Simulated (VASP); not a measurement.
Here is a VASP 6.6.1 calculation.

File INCAR:

```
SYSTEM = Re
ALGO = Normal
EDIFF = 1E-6
ENCUT = 600
GGA = PE
GGA_COMPAT = .False.
ISIF = 2
ISMEAR = -1
LASPH = .True.
LCHARG = .False.
LREAL = .False.
LWAVE = .False.
NBANDS = 14
NELM = 120
PREC = Accurate
SIGMA = 0.1
```

KPOINTS

```
k-points
0
Gamma
  13 13 13
  0 0 0
```

POSCAR

```
Re
1.0
    0.0000000000      2.5261033606      2.5261033606
    2.5261033606      0.0000000000      2.5261033606
    2.5261033606      2.5261033606      0.0000000000
Re
2
Direct
   -0.1250000000     -0.1250000000     -0.1250000000
    0.1250000000      0.1250000000      0.1250000000
```

Potentials or basis: VASP PAW PBE potentials, release 64 (Re).

Run with:

```sh
$ cat potpaw_PBE.64/Re/POTCAR > POTCAR
$ mpirun -np 1 vasp_std > vasp.out
```

(1) Estimate the pressure.

(2) What does it give for the band gap on the k mesh?

Results:

(1) 109.5 GPa.

(2) zero (bands 7 and 8 overlap by 1.66 eV).

Caveat: the cell stands under pressure; spin-orbit coupling is left out, which moves the levels of the heavy elements.
